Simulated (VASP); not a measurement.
A run of VASP 6.6.1 is set up as follows.

The input INCAR:

```
SYSTEM = ScAl2
  PREC = Accurate
  ENCUT = 520
  EDIFF = 1E-7
  ISMEAR = -1
  SIGMA = 0.15
  LREAL = .False.
  LASPH = .True.
  NELM = 60
  ALGO = Normal
  ISIF = 2
  LWAVE = .False.
  LCHARG = .False.
  GGA = PS
  NBANDS = 26
```

The input KPOINTS:

```
regular mesh
0
Gamma
  5 5 5
  0 0 0
```

Contents of POSCAR:

```
ScAl2
1.0
    0.0000000000      3.7522958804      3.7522958804
    3.7522958804      0.0000000000      3.7522958804
    3.7522958804      3.7522958804      0.0000000000
Sc Al
2 4
Direct
    0.5000000000      0.5000000000      0.5000000000
    0.7500000000      0.7500000000      0.7500000000
    0.1250000000      0.1250000000      0.1250000000
    0.6250000000      0.1250000000      0.1250000000
    0.1250000000      0.6250000000      0.1250000000
    0.1250000000      0.1250000000      0.6250000000
```

Potentials or basis: VASP PAW PBE potentials, release 64 (Sc_sv, Al).

Launch:

```sh
$ cat potpaw_PBE.64/Sc_sv/POTCAR potpaw_PBE.64/Al/POTCAR > POTCAR
$ mpirun -np 1 vasp_std > vasp.out
```

(1) Estimate the pressure.

(2) Estimate the band gap on the k mesh.

Results:

(1) 1.0 GPa.

(2) zero (band 17 reaches 7.01 eV, above the bottom of band 18 at 4.88 eV).

Caveat: the PAW data sets were made with another functional, which shifts forces and pressure a little.
